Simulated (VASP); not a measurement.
A run of VASP 6.6.1 is set up as follows.

Contents of INCAR:

```
PREC = Accurate ; ENCUT = 600
EDIFF = 1E-6 ; ISMEAR = 0
SIGMA = 0.1 ; LREAL = F
LASPH = T ; NELM = 150
ALGO = Normal ; ISIF = 3
LWAVE = F ; LCHARG = F
ISPIN = 2 ; MAGMOM = 2.05 0 0 0
LORBIT = 11 ; LMAXMIX = 4
GGA = PE ; IBRION = 2
NSW = 90 ; EDIFFG = -0.04
```

The input KPOINTS:

```
Automatic mesh
0
Gamma
  6 6 6
```

The input POSCAR:

```
WF3
1.0
    3.4469670491      0.0000000000      0.0000000000
    0.0000000000      3.4469670491      0.0000000000
    0.0000000000      0.0000000000      3.4469670491
W F
1 3
Direct
    0.5000000000      0.5000000000      0.5000000000
    0.5000000000      0.0000000000      0.0000000000
    0.0000000000      0.5000000000      0.0000000000
    0.0000000000      0.0000000000      0.5000000000
```

Potentials or basis: VASP PAW PBE potentials, release 64 (W_sv, F).

Command:

```console
$ cat potpaw_PBE.64/W_sv/POTCAR potpaw_PBE.64/F/POTCAR > POTCAR
$ mpirun -np 1 vasp_std > vasp.out
```

(1) Predict the net moment.

(2) What does it give for the site moments?

Results:

(1) 2.87 μB per cell.

(2) W +2.42; F +0.02 μB.

Caveat: the relaxation stopped at its first step, so nothing moved; the highest band is partly filled, so the run has too few bands.
